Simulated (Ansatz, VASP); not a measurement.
# One calculation of Cu, two programs

INCAR

```
ALGO = Normal ; EDIFF = 1E-6
ENCUT = 520 ; GGA = PE
ISIF = 2 ; ISMEAR = 0
LASPH = True ; LCHARG = False
LREAL = False ; LWAVE = False
NBANDS = 12 ; NELM = 80
PREC = Accurate ; SIGMA = 0.1
```

Contents of KPOINTS:

```
k-points
0
Gamma
  10 10 10
```

Contents of POSCAR:

```
Cu
1.0
   -1.4427933200      1.4427933200      1.3760814500
    1.4427933200     -1.4427933200      1.3760814500
    1.4427933200      1.4427933200     -1.3760814500
Cu
1
Direct
    0.0000000000      0.0000000000      0.0000000000
```

Input for Ansatz:

```yaml
crystal:
  lattice:
    - [-1.44279332, 1.44279332, 1.37608145]
    - [1.44279332, -1.44279332, 1.37608145]
    - [1.44279332, 1.44279332, -1.37608145]
  atoms:
    - { symbol: Cu, position: [0.0, 0.0, 0.0] }
basis:
  ecutwfc: 420
kpoints:
  mp_grid: { grid: [10, 10, 10] }
hamiltonian:
  xc: pbe
scf:
  occupations: { method: gaussian, width: 0.1 }
output:
  forces: true
  stress: true
  eigenvalues: true
```

Alike in both runs: task single point; functional PBE; k mesh 10 × 10 × 10; occupations gaussian, width 0.1 eV; no spin polarisation.

```csv
,VASP,Ansatz
version,VASP 6.6.1,Ansatz 0.2.0
potentials or method,"VASP PAW PBE potentials, release 64 (Cu), cutoff 520 eV","scalar-relativistic, plane waves, PAW"
valence electrons in the cell,11,19
```

|  | VASP | Ansatz | Ansatz less VASP |
| --- | --- | --- | --- |
| gap on the k mesh at the Fermi level (eV) | none | none | - |
| pressure (GPa) | 7.8 | 7.3 | -0.57 |
| traceless stress, the component that is largest in VASP (GPa) | -0.92 | -0.91 | +0.009 |

A gap of «none» marks a metal or a gap that the smearing closes. VASP's potentials hold 11 valence electrons a cell and Ansatz's 19, so a difference there can come from the potentials and not from the codes.
